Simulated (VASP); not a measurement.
# BAs (F-43m) in VASP: single point with PBE-based screened hybrid

Aim: the single point of BAs with PBE-based screened hybrid.

Program: VASP 6.6.1. These are calculated values, not measurements. Logs are shortened: lines on timing, memory, paths and dates and some standing lists are left out, and cuts for length are marked.

### 1 The cell of the first run

It takes space group F-43m (No. 216, cubic). Conventional cell: a = 4.784 Å, b = 4.784 Å, c = 4.784 Å, α = 90.00°, β = 90.00°, γ = 90.00°. Within 2.7 Å of B (site symmetry -43m) lie 4 As at 2.07 Å. As (site symmetry -43m) has 4 B at 2.07 Å within 2.7 Å.

### 2 Single point, PBE-based screened hybrid

Contents of POSCAR:

```
BAs
1.0
    0.0000000000      2.3918676038      2.3918676038
    2.3918676038      0.0000000000      2.3918676038
    2.3918676038      2.3918676038      0.0000000000
B As
1 1
Direct
    0.0000000000      0.0000000000      0.0000000000
    0.2500000000      0.2500000000      0.2500000000
```

Contents of INCAR.step1:

```
ALGO = Normal
EDIFF = 1E-5
ENCUT = 520
GGA = PE
GGA_COMPAT = F
ISIF = 2
ISMEAR = 0
LASPH = T
LCHARG = F
LREAL = F
LWAVE = T
NBANDS = 16
NELM = 120
PREC = Accurate
SIGMA = 0.01
```

Contents of INCAR.step2:

```
AEXX = 0.75
ALGO = Normal
EDIFF = 1E-6
ENCUT = 520
GGA = PE
GGA_COMPAT = F
HFSCREEN = 0.5
ISIF = 2
ISMEAR = 0
ISTART = 1
LASPH = T
LCHARG = F
LHFCALC = T
LREAL = F
LWAVE = F
NBANDS = 16
NELM = 120
PREC = Accurate
PRECFOCK = Normal
SIGMA = 0.01
```

Contents of KPOINTS:

```
k-points
0
Gamma
  4 4 4
```

Potentials or basis: VASP PAW PBE potentials, release 64 (B, As_d).

On the command line:

```
$ cat potpaw_PBE.64/B/POTCAR potpaw_PBE.64/As_d/POTCAR > POTCAR
$ cp INCAR.step1 INCAR
$ mpirun -np 1 vasp_std > vasp.out
$ cp INCAR.step2 INCAR
$ mpirun -np 1 vasp_std > vasp.out
```

OUTCAR:

```text
AEXX = 0.75
   EDIFF = 1E-6
   ENCUT = 520
   GGA = PE
   HFSCREEN = 0.5
   ISIF = 2
   ISMEAR = 0
   ISTART = 1
   LASPH = T
   LHFCALC = T
   LREAL = F
   NELM = 120
   PREC = Accurate
   PRECFOCK = Normal

 ion  position               nearest neighbor table
   1  0.000  0.000  0.000-   2 2.07   2 2.07   2 2.07   2 2.07
   2  0.250  0.250  0.250-   1 2.07   1 2.07   1 2.07   1 2.07

  LATTYP: Found a face centered cubic cell.
 ALAT       =     4.7837352076

  Lattice vectors:

 A1 = (   0.0000000000,   2.3918676038,   2.3918676038)
 A2 = (   2.3918676038,   0.0000000000,   2.3918676038)
 A3 = (   2.3918676038,   2.3918676038,   0.0000000000)

Analysis of symmetry for initial positions (statically):
=====================================================================
 Subroutine PRICEL returns:
 Original cell was already a primitive cell.

 Routine SETGRP: Setting up the symmetry group for a
 face centered cubic supercell.

 Subroutine GETGRP returns: Found 24 space group operations
 (whereof 24 operations were pure point group operations)
 out of a pool of 48 trial point group operations.

The static configuration has the point symmetry T_d .

Analysis of symmetry for dynamics (positions and initial velocities):
=====================================================================
 Subroutine PRICEL returns:
 Original cell was already a primitive cell.

 Routine SETGRP: Setting up the symmetry group for a
 face centered cubic supercell.

 Subroutine GETGRP returns: Found 24 space group operations
 (whereof 24 operations were pure point group operations)
 out of a pool of 48 trial point group operations.

The dynamic configuration has the point symmetry T_d .

 Subroutine INISYM returns: Found 24 space group operations
 (whereof 24 operations are pure point group operations),
 and found     1 'primitive' translations

----------------------------------------------------------------------------------------

                                     Primitive cell

  volume of cell :      27.3679

  direct lattice vectors                    reciprocal lattice vectors
     0.000000000  2.391867604  2.391867604    -0.209041671  0.209041671  0.209041671
     2.391867604  0.000000000  2.391867604     0.209041671 -0.209041671  0.209041671
     2.391867604  2.391867604  0.000000000     0.209041671  0.209041671 -0.209041671

  length of vectors
     3.382611605  3.382611605  3.382611605     0.362070795  0.362070795  0.362070795

  position of ions in fractional coordinates (direct lattice)
     0.000000000  0.000000000  0.000000000
     0.250000000  0.250000000  0.250000000

  ion indices of the primitive-cell ions
   primitive index   ion index
                 1           1
                 2           2

----------------------------------------------------------------------------------------

 KPOINTS: k-points

Automatic generation of k-mesh.
 Grid dimensions read from file:
 generate k-points for:    4    4    4

 Generating k-lattice:

  Cartesian coordinates                     Fractional coordinates (reciprocal lattice)
    -0.052260418  0.052260418  0.052260418     0.250000000  0.000000000  0.000000000
     0.052260418 -0.052260418  0.052260418     0.000000000  0.250000000  0.000000000
     0.052260418  0.052260418 -0.052260418     0.000000000  0.000000000  0.250000000

  Length of vectors
     0.090517699  0.090517699  0.090517699

  Shift w.r.t. Gamma in fractional coordinates (k-lattice)
     0.000000000  0.000000000  0.000000000

 Subroutine IBZKPT returns following result:
 ===========================================

 Found      8 irreducible k-points:

 Following reciprocal coordinates:
            Coordinates               Weight
  0.000000  0.000000  0.000000      1.000000
  0.250000  0.000000  0.000000      8.000000
  0.500000  0.000000  0.000000      4.000000
  0.250000  0.250000  0.000000      6.000000
  0.500000  0.250000  0.000000     24.000000
 -0.250000  0.250000  0.000000     12.000000
  0.500000  0.500000  0.000000      3.000000
 -0.250000  0.500000  0.250000      6.000000
   k-points           NKPTS =      8   k-points in BZ     NKDIM =     64   number of bands    NBANDS=     16
   number of dos      NEDOS =    301   number of ions     NIONS =      2
   total plane-waves  NPLWV =  21952
   dimension x,y,z NGX =    28 NGY =   28 NGZ =   28
   dimension x,y,z NGXF=    56 NGYF=   56 NGZF=   56
   ions per type =               1   1
   NGX,Y,Z   is equivalent  to a cutoff of  13.76, 13.76, 13.76 a.u.
   NGXF,Y,Z  is equivalent  to a cutoff of  27.52, 27.52, 27.52 a.u.
 SYSTEM =  unknown system
   PREC   = accura    normal or accurate (medium, high low for compatibility)
   ISTART =      1    job   : 0-new  1-cont  2-samecut
   ICHARG =      0    charge: 1-file 2-atom 10-const
   ISPIN  =      1    spin polarized calculation?
   LNONCOLLINEAR =      F non collinear calculations
   LSORBIT =      F    spin-orbit coupling
   LASPH  =      T    aspherical Exc in radial PAW
   ENCUT  =  520.0 eV  38.22 Ry    6.18 a.u.   6.29  6.29  6.29*2*pi/ulx,y,z
   NELM   =    120;   NELMIN=  2; NELMDL=  0     # of ELM steps
   EDIFF  = 0.1E-05   stopping-criterion for ELM
   LREAL  =      F    real-space projection
   EDIFFG = 0.1E-04   stopping-criterion for IOM
   NSW    =      0    number of steps for IOM
   IBRION =     -1    ionic relax: 0-MD 1-quasi-New 2-CG
   NFREE  =      0    steps in history (QN), initial steepest desc. (CG)
   ISIF   =      2    stress and relaxation
   ISYM   =      3    0-nonsym 1-usesym 2-fastsym
   POTIM  = 0.5000    time-step for ionic-motion
   TEBEG  =    0.0;   TEEND  =   0.0 temperature during run
   PSTRESS=    0.0 pullay stress
   NELECT =      18.0000    total number of electrons
   NUPDOWN=      -1.0000    fix difference up-down
   EMIN   =  10.00;   EMAX   =-10.00  energy-range for DOS
   EFERMI =   0.00;   METHOD = LEGACY
   ISMEAR =     0;   SIGMA  =   0.01  broadening in eV -4-tet -1-fermi 0-gaus
   EFERMI_NEDOS =   21; number of points for ismear=-14 and -15
   IALGO  =     38    algorithm
   IMIX   =      1    mixing-type and parameters
     AMIX     =   0.40;   BMIX     =  1.00
     AMIX_MAG =   1.60;   BMIX_MAG =  1.00
  volume/ion in A,a.u.               =      13.68        92.34
  Fermi-wavevector in a.u.,A,eV,Ry     =   1.423700  2.690403 27.577950  2.026922
  Thomas-Fermi vector in A             =   2.544270
   LORBIT       =      0    0 simple, 1 ext, 2 COOP (PROOUT), +10 PAW based schemes
   GGA     = PE    functional components
   LHFCALC =     T    Hartree Fock is set to
   PRECFOCK=normal    Normal, Fast or Accurate (Low or Medium for compatibility)
   ENCUT4O =  -1.0   cutoff for four orbital integrals eV
   NKREDX  =     1    reduce k-point grid by
   NKREDY  =     1    reduce k-point grid by
   NKREDZ  =     1    reduce k-point grid by
   AEXX    =    0.7500 exact exchange contribution
   HFSCREEN=    0.5000 screening length (either q_TF or 0.3 A-1)
   HFSCREENC=   0.5000 screening length for correlation (either q_TF or 0.3 A-1)
   ENCUTFOCK=  -1.0 apply spherical cutoff to Coloumb kernel
   IVDW    =     0    specifies the selected vdW correction
   LEPSILON=     F    determine dielectric tensor
   LRPA    =     F    only Hartree local field effects (RPA)
 non-spin polarized calculation
 Gauss-broadening in eV      SIGMA  =   0.01
  energy-cutoff  :      520.00
  volume of cell :       27.37
 maximum number of plane-waves:       754
 NGX is ok and might be reduce to    28
  NGX = 20; NGY = 20; NGZ = 20

 number of electron      18.0000010 magnetization

 Free energy of the ion-electron system (eV)
  ---------------------------------------------------
  ext. energy  EPLUGINS =         0.00000000
  ---------------------------------------------------
  free energy    TOTEN  =       -14.46884080 eV

  energy without entropy =      -14.46884080  energy(sigma->0) =      -14.46884080

 E-fermi :   4.3828     XC(G=0):  -6.5123

 val. band max:        4.2236645605   @ k =   0.0000   0.0000   0.0000
 cond. band min:       6.4693248965   @ k =   0.5000   0.5000   0.0000
 fundamental gap:      2.2456603360
 Fermi energy:         4.3828063099

 k-point     1 :       0.0000    0.0000    0.0000
  band No.  band energies     occupation
      1     -41.1875      2.00000
      2     -41.1875      2.00000
      3     -41.1875      2.00000
      4     -41.1560      2.00000
      5     -41.1560      2.00000
      6     -14.3002      2.00000
      7       4.2237      2.00000
      8       4.2237      2.00000
      9       4.2237      2.00000
     10       8.8034      0.00000
     11       8.8034      0.00000
     12       8.8034      0.00000
     13      10.8778      0.00000
     14      15.3488      0.00000
     15      19.1594      0.00000
     16      19.1594      0.00000

 k-point     2 :       0.2500    0.0000    0.0000
  band No.  band energies     occupation
      1     -41.1859      2.00000
      2     -41.1840      2.00000
      3     -41.1840      2.00000
      4     -41.1555      2.00000
      5     -41.1555      2.00000
      6     -13.0443      2.00000
      7      -1.4607      2.00000
      8       2.9440      2.00000
      9       2.9440      2.00000
     10       8.6302      0.00000
     11      10.3364      0.00000
     12      10.3364      0.00000
     13      14.2261      0.00000
     14      17.1706      0.00000
     15      17.1706      0.00000
     16      17.2381      0.00000

 k-point     3 :       0.5000    0.0000    0.0000
  band No.  band energies     occupation
      1     -41.1843      2.00000
      2     -41.1812      2.00000
      3     -41.1812      2.00000
      4     -41.1543      2.00000
      5     -41.1543      2.00000
      6     -10.7000      2.00000
      7      -6.1307      2.00000
      8       2.1480      2.00000
      9       2.1480      2.00000
     10       8.1919      0.00000
     11      10.3926      0.00000
     12      10.3926      0.00000
     13      14.8634      0.00000
     14      19.2761      0.00000
     15      21.2622      0.00000
     16      21.2622      0.00000

 k-point     4 :       0.2500    0.2500    0.0000
  band No.  band energies     occupation
      1     -41.1899      2.00000
      2     -41.1801      2.00000
      3     -41.1800      2.00000
      4     -41.1584      2.00000
      5     -41.1533      2.00000
      6     -12.6093      2.00000
      7      -0.5395      2.00000
      8       1.1642      2.00000
      9       1.1642      2.00000
     10       6.8739      0.00000
     11      10.0974      0.00000
     12      13.5423      0.00000
     13      13.5423      0.00000
     14      16.7044      0.00000
     15      20.2241      0.00000
     16      20.8585      0.00000

 k-point     5 :       0.5000    0.2500    0.0000
  band No.  band energies     occupation
      1     -41.1874      2.00000
      2     -41.1775      2.00000
      3     -41.1765      2.00000
      4     -41.1580      2.00000
      5     -41.1527      2.00000
      6     -10.1689      2.00000
      7      -4.9422      2.00000
      8      -1.1709      2.00000
      9       0.5902      2.00000
     10       7.6628      0.00000
     11      11.6858      0.00000
     12      13.7115      0.00000
     13      14.0663      0.00000
     14      18.6924      0.00000
     15      21.6435      0.00000
     16      22.4267      0.00000

 k-point     6 :      -0.2500    0.2500    0.0000
  band No.  band energies     occupation
      1     -41.1841      2.00000
      2     -41.1808      2.00000
      3     -41.1798      2.00000
      4     -41.1557      2.00000
      5     -41.1549      2.00000
      6     -11.1362      2.00000
      7      -3.6165      2.00000
      8      -1.5564      2.00000
      9       1.9907      2.00000
     10       9.0249      0.00000
     11      12.1059      0.00000
     12      12.8739      0.00000
     13      13.5399      0.00000
     14      16.1150      0.00000
     15      18.6380      0.00000
     16      22.4903      0.00000

 k-point     7 :       0.5000    0.5000    0.0000
  band No.  band energies     occupation
      1     -41.1922      2.00000
      2     -41.1725      2.00000
      3     -41.1725      2.00000
      4     -41.1611      2.00000
      5     -41.1505      2.00000
      6      -8.9258      2.00000
      7      -6.0895      2.00000
      8      -0.4737      2.00000
      9      -0.4737      2.00000
     10       6.4693      0.00000
     11       6.6430      0.00000
     12      18.4428      0.00000
     13      18.4428      0.00000
     14      19.8946      0.00000
     15      24.2839      0.00000
     16      24.3598      0.00000

 k-point     8 :      -0.2500    0.5000    0.2500
  band No.  band energies     occupation
      1     -41.1849      2.00000
      2     -41.1799      2.00000
      3     -41.1727      2.00000
      4     -41.1583      2.00000
      5     -41.1531      2.00000
      6      -8.7380      2.00000
      7      -5.6091      2.00000
      8      -1.9938      2.00000
      9      -1.6767      2.00000
     10      10.8222      0.00000
     11      12.1560      0.00000
     12      12.2935      0.00000
     13      13.0270      0.00000
     14      19.2728      0.00000
     15      22.4537      0.00000
     16      22.5182      0.00000

------------------------ aborting loop because EDIFF is reached ----------------------------------------

  FORCE on cell =-STRESS in cart. coord.  units (eV):
  Direction    XX          YY          ZZ          XY          YZ          ZX
  --------------------------------------------------------------------------------------
  -------------------------------------------------------------------------------------
  Total       -0.5465293     -0.5465293     -0.5465293      0.0000000      0.0000000      0.0000000
  in kB      -31.9950388    -31.9950388    -31.9950388      0.0000000      0.0000000      0.0000000
  external PRESSURE =     -31.9950388 kB  Pullay stress =       0.0000000 kB

 VOLUME and BASIS-vectors are now :
 -----------------------------------------------------------------------------
  energy-cutoff  :      520.00
  volume of cell :       27.37
      direct lattice vectors                 reciprocal lattice vectors
     0.000000000  2.391867604  2.391867604    -0.209041671  0.209041671  0.209041671
     2.391867604  0.000000000  2.391867604     0.209041671 -0.209041671  0.209041671
     2.391867604  2.391867604  0.000000000     0.209041671  0.209041671 -0.209041671

 POSITION                                       TOTAL-FORCE (eV/Angst)
 -----------------------------------------------------------------------------------
      0.00000      0.00000      0.00000         0.000000      0.000000      0.000000
      1.19593      1.19593      1.19593        -0.000000     -0.000000     -0.000000
 -----------------------------------------------------------------------------------
    total drift:                               -0.000011     -0.000042     -0.000039

  FREE ENERGIE OF THE ION-ELECTRON SYSTEM (eV)
  ---------------------------------------------------
  free  energy   TOTEN  =       -14.4688407997 eV

  energy  without entropy=      -14.4688407997  energy(sigma->0) =      -14.46884080
```

Wall time 11 min (1 thread of Intel Xeon Platinum 8488C (Sapphire Rapids), shared host); peak memory 0.26 GiB.

Results:

```yaml
Free_energy: -14.4688 eV
Pressure: -3.2 GPa
Band_gap_on_the_k_mesh: 2.25 eV, indirect (least direct gap 4.58 eV)
```

Caveat: the k points lie up to 0.57 Å⁻¹ apart; the PAW data sets were made with another functional, which shifts forces and pressure a little.
